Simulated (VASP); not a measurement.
Wanted: the native input for a VASP 6.6.1 run.

```
Task                   : single point
Functional             : PBEsol
Potentials or basis    : VASP PAW PBE potentials, release 64 (Ta_sv_GW, N)
Cutoff                 : 600 eV
k mesh                 : 14 × 14 × 4
Occupations            : gaussian, width 0.15 eV
Spin                   : no spin polarisation
Dipole correction      : no
Further INCAR settings : ALGO = Normal; EDIFF = 1e-06; NBANDS = 46
```

The structure of TaN lies in POSCAR:

```
TaN
1.0
   -3.1222862254      0.0000000000      0.0000000000
   -1.5611431127     -2.7039791891      0.0000000000
    0.0000000000      0.0000000000     12.1049231048
Ta N
4 4
Direct
    0.3333333333      0.3333333333      0.0150445792
    0.3333333333      0.3333333333      0.5150445792
    0.6666666667      0.6666666667      0.2650445792
    0.6666666667      0.6666666667      0.7650445792
    0.3333333333      0.3333333333      0.1774554208
    0.3333333333      0.3333333333      0.6774554208
    0.6666666667      0.6666666667      0.4274554208
    0.6666666667      0.6666666667      0.9274554208
```

These files were run (other wordings do the same):

INCAR

```
SYSTEM = TaN
PREC = Accurate
ENCUT = 600
EDIFF = 1E-6
ISMEAR = 0
SIGMA = 0.15
LREAL = .FALSE.
LASPH = .TRUE.
NELM = 120
ALGO = Normal
ISIF = 2
LWAVE = .FALSE.
LCHARG = .FALSE.
GGA = PS
NBANDS = 46
GGA_COMPAT = .FALSE.
```

KPOINTS

```
regular mesh
0
G
  14 14 4
  0 0 0
```

Potentials or basis: VASP PAW PBE potentials, release 64 (Ta_sv_GW, N).

The run is started by

```bash
$ cat potpaw_PBE.64/Ta_sv_GW/POTCAR potpaw_PBE.64/N/POTCAR > POTCAR
$ mpirun -np 1 vasp_std > vasp.out
```

It gave:

The pressure is 0.1 GPa, the largest force is 0.005 eV/Å and the band gap on the k mesh is zero (bands 36 and 37 overlap by 0.33 eV).

Caveat: the PAW data sets were made with another functional, which shifts forces and pressure a little; spin-orbit coupling is left out, which moves the levels of the heavy elements.

Run time: 5.8 min on 1 thread of AMD EPYC 9R45 (Zen 5), on a shared host, peak memory 0.44 GiB.
